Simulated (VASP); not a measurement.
Set up this calculation in VASP 6.6.1, as the native input.

```yaml
Task: single point
Functional: PBE
Potentials_or_basis: VASP PAW PBE potentials, release 64 (Al, N)
Cutoff: 520 eV
k_mesh: 10 × 10 × 10
Occupations: fermi-dirac, width 0.02 eV
Spin: no spin polarisation
Dipole_correction: no
Further_INCAR_settings: ALGO = Normal; EDIFF = 1e-06; NBANDS = 11
```

The structure of AlN lies in POSCAR:

```
AlN
1.0
    0.0000000000      1.9780000000      1.9977800000
    1.9780000000      0.0000000000      1.9977800000
    1.9780000000      1.9780000000      0.0000000000
Al N
1 1
Direct
    0.0000000000      0.0000000000      0.0000000000
    0.5000000000      0.5000000000      0.5000000000
```

This cell differs from its parent crystal: zz strain of +1 %.

The input as run:

INCAR

```
  PREC = Accurate
  ENCUT = 520
  EDIFF = 1E-6
  ISMEAR = -1
  SIGMA = 0.02
  LREAL = F
  LASPH = T
  NELM = 60
  ALGO = Normal
  ISIF = 2
  LWAVE = F
  LCHARG = F
  GGA = PE
  NBANDS = 11
```

KPOINTS

```
regular mesh
0
Gamma
  10 10 10
```

Potentials or basis: VASP PAW PBE potentials, release 64 (Al, N).

Launch:

```sh
$ cat potpaw_PBE.64/Al/POTCAR potpaw_PBE.64/N/POTCAR > POTCAR
$ mpirun -np 1 vasp_std > vasp.out
```

It gave:

| Item | Value |
| --- | --- |
| Pressure | 21.9 GPa |
| Band gap on the k mesh | 5.08 eV, indirect (least direct gap 6.46 eV) |

Caveat: the cell differs from its parent crystal (zz strain of +1 %).

Run time: 15 s on 1 thread of AMD EPYC 7R13 Processor (Zen 3), with other jobs on the host, peak memory 0.11 GiB.
